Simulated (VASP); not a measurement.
Set up this calculation in VASP 6.6.1, as the native input.

| Property | Result |
| --- | --- |
| Task | single point |
| Functional | PBE |
| Potentials or basis | VASP PAW PBE potentials, release 64 (Si, O) |
| Cutoff | 520 eV |
| k mesh | 6 × 6 × 4 |
| Occupations | gaussian, width 0.05 eV |
| Spin | no spin polarisation |
| Dipole correction | no |
| Further INCAR settings | ALGO = Normal; EDIFF = 1e-07; NBANDS = 34 |

The structure of SiO2 lies in POSCAR:

```
SiO2
1.0
    5.1819585999      0.0000000000      0.0000000000
   -2.5909793000      4.4877077888      0.0000000000
    0.0000000000      0.0000000000      5.4174953921
Si O
3 6
Direct
    0.0000000000      0.5000000000      0.3333333333
    0.5000000000      0.5000000000      0.6666666667
    0.5000000000      0.0000000000      0.0000000000
    0.5839605948      0.7919802974      0.8333333333
    0.7919802974      0.5839605948      0.5000000000
    0.7919802974      0.2080197026      0.1666666667
    0.4160394052      0.2080197026      0.8333333333
    0.2080197026      0.4160394052      0.5000000000
    0.2080197026      0.7919802974      0.1666666667
```

This cell differs from its parent crystal: strain +0.015 along x and y, -0.030 along z.

These files were run (other wordings do the same):

INCAR

```
ALGO     = Normal         # electronic algorithm
EDIFF    = 1E-7           # SCF threshold, eV
ENCUT    = 520            # plane-wave cutoff, eV
GGA      = PE             # functional
ISIF     = 2              # what is computed and relaxed
ISMEAR   = 0              # smearing method
LASPH    = T              # aspherical terms in the spheres
LCHARG   = F              # write CHGCAR
LREAL    = F              # projectors in reciprocal space
LWAVE    = F              # write WAVECAR
NBANDS   = 34             # bands
NELM     = 80             # most SCF steps
PREC     = Accurate       # precision mode
SIGMA    = 0.05           # smearing width, eV
```

KPOINTS

```
k-points
0
Gamma
  6 6 4
```

Potentials or basis: VASP PAW PBE potentials, release 64 (Si, O).

The run is started by

```bash
$ cat potpaw_PBE.64/Si/POTCAR potpaw_PBE.64/O/POTCAR > POTCAR
$ mpirun -np 1 vasp_std > vasp.out
```

Results of the run:

| Quantity | Value |
| --- | --- |
| Pressure | 0.1 GPa |
| Largest force | 0.057 eV/Å |
| Band gap on the k mesh | 5.53 eV (least direct gap 5.83 eV) |

Caveat: the cell differs from its parent crystal (strain +0.015 along x and y, -0.030 along z).

It took 2.2 min on 1 thread of Intel Xeon 8259CL, on a shared host, peak memory 0.26 GiB.
